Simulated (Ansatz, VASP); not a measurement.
**One calculation of SnTe, two programs**

File INCAR:

```
SYSTEM = SnTe
ALGO = Normal ; EDIFF = 1E-6
ENCUT = 520 ; GGA = PS
ISIF = 2 ; ISMEAR = 0
LASPH = .TRUE. ; LCHARG = .TRUE.
LELF = .TRUE. ; LREAL = .FALSE.
LVHAR = .TRUE. ; LWAVE = .FALSE.
NBANDS = 17 ; NELM = 80
PREC = Accurate ; SIGMA = 0.03
```

File KPOINTS:

```
k-points
0
G
  10 10 10
  0 0 0
```

Contents of POSCAR:

```
SnTe
1.0
    0.0000000000      3.1565000000      3.1565000000
    3.1565000000      0.0000000000      3.1565000000
    3.1565000000      3.1565000000      0.0000000000
Sn Te
1 1
Direct
    0.0000000000      0.0000000000      0.0000000000
    0.5000000000      0.5000000000      0.5196014077
```

Input for Ansatz:

```yaml
crystal:
  lattice:
    - [0.0, 3.1565, 3.1565]
    - [3.1565, 0.0, 3.1565]
    - [3.1565, 3.1565, 0.0]
  atoms:
    - { symbol: Sn, position: [0.0, 0.0, 0.0] }
    - { symbol: Te, position: [0.5, 0.5, 0.5196014077] }
basis:
  ecutwfc: 420
kpoints:
  mp_grid: { grid: [10, 10, 10] }
hamiltonian:
  xc: pbesol
scf:
  occupations: { method: gaussian, width: 0.03 }
output:
  forces: true
  stress: true
  eigenvalues: true
```

Change from the starting cell: all Te atoms moved +0.087 Å, as atom 2 along Cartesian [1 1 0].

Alike in both runs: task single point; functional PBEsol; k mesh 10 × 10 × 10; occupations gaussian, width 0.03 eV; no spin polarisation.

|  | VASP | Ansatz |
| --- | --- | --- |
| version | VASP 6.6.1 | Ansatz 0.2.0 |
| potentials or method | VASP PAW PBE potentials, release 64 (Sn_d, Te), cutoff 520 eV | scalar-relativistic, plane waves, PAW |
| valence electrons in the cell | 20 | 30 |

|  | VASP | Ansatz | Ansatz less VASP |
| --- | --- | --- | --- |
| gap on the k mesh at the Fermi level (eV) | 0.11 | 0.11 | -0.002 |
| least direct gap on the mesh (eV) | 0.11 | 0.11 | -0.002 |
| pressure (GPa) | -0.5 | -0.4 | +0.02 |
| traceless stress, the component that is largest in VASP (GPa) | -0.07 | -0.07 | +0.001 |
| rms of the force components (eV/Å) | 0.011 | 0.009 | -0.0019 |

VASP's potentials were made for PBE, not for PBEsol. Atom by atom the forces differ by 0.002 eV/Å (rms over components). With one functional, cell and mesh, what is left measures potentials, basis and numerics. VASP's potentials hold 20 valence electrons a cell and Ansatz's 30, so a difference there can come from the potentials and not from the codes.

Spin-orbit coupling is off throughout.
